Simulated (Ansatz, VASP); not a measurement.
# YPdF2: VASP beside Ansatz

File INCAR:

```
PREC     = Accurate       # precision mode
ENCUT    = 600            # plane-wave cutoff, eV
EDIFF    = 1E-6           # SCF threshold, eV
ISMEAR   = 0              # smearing method
SIGMA    = 0.1            # smearing width, eV
LREAL    = False          # projectors in reciprocal space
LASPH    = True           # aspherical terms in the spheres
NELM     = 100            # most SCF steps
ALGO     = Normal         # electronic algorithm
ISIF     = 3              # what is computed and relaxed
LWAVE    = False          # write WAVECAR
LCHARG   = False          # write CHGCAR
GGA      = PE             # functional
IBRION   = 2              # ionic algorithm
NSW      = 100            # ionic steps
EDIFFG   = -0.01          # ionic threshold
```

KPOINTS

```
regular mesh
0
Gamma
  12 12 8
```

File POSCAR:

```
YPdF2
1.0
    3.8561704592      0.0000000000      0.0000000000
   -1.9280852296      3.3395415790      0.0000000000
    0.0000000000      0.0000000000      5.7197190380
Y Pd F
1 1 2
Direct
    0.0000000000      0.0000000000      0.5000000000
    0.0000000000      0.0000000000      0.0000000000
    0.3333333333      0.6666666667      0.5918750475
    0.6666666667      0.3333333333      0.4081249525
```

Input for Ansatz:

```yaml
crystal:
  lattice:
    - [3.8561704592, 0.0, 0.0]
    - [-1.9280852296, 3.339541579, 0.0]
    - [0.0, 0.0, 5.719719038]
  atoms:
    - { symbol: "Y", position: [0.0, 0.0, 0.5] }
    - { symbol: Pd, position: [0.0, 0.0, 0.0] }
    - { symbol: F, position: [0.3333333333, 0.6666666667, 0.5918750475] }
    - { symbol: F, position: [0.6666666667, 0.3333333333, 0.4081249525] }
basis:
  ecutwfc: 420
kpoints:
  mp_grid: { grid: [12, 12, 8] }
hamiltonian:
  xc: pbe
scf:
  occupations: { method: gaussian, width: 0.1 }
output:
  forces: true
  stress: true
  eigenvalues: true
relax:
  adjacent_minimum: "off"
  f_tol: 0.01
  max_steps: 80
  cell: { stress_tol: 0.05 }
```

Alike in both runs: task relaxation of cell and atoms; functional PBE; k mesh 12 × 12 × 8; occupations gaussian, width 0.1 eV; no spin polarisation.

```csv
,VASP,Ansatz
version,VASP 6.6.1,Ansatz 0.2.0
potentials or method,"VASP PAW PBE potentials, release 64 (Y_sv, Pd, F), cutoff 600 eV","scalar-relativistic, plane waves, PAW"
valence electrons in the cell,35,43
```

VASP gave:

```
gap on the k mesh at the Fermi level, each at its own relaxed structure (eV) : none
relaxed volume (Å³/atom)                                                     : 18.38
relaxed cell length with the largest relative difference (Å)                 : 5.705
```

Q: What did Ansatz give for the same quantities?

A: gap on the k mesh at the Fermi level, each at its own relaxed structure (eV): none; relaxed volume (Å³/atom): 18.43; relaxed cell length with the largest relative difference (Å): 5.712.

A gap of «none» marks a metal or a gap that the smearing closes. VASP's potentials hold 35 valence electrons a cell and Ansatz's 43, so a difference there can come from the potentials and not from the codes.
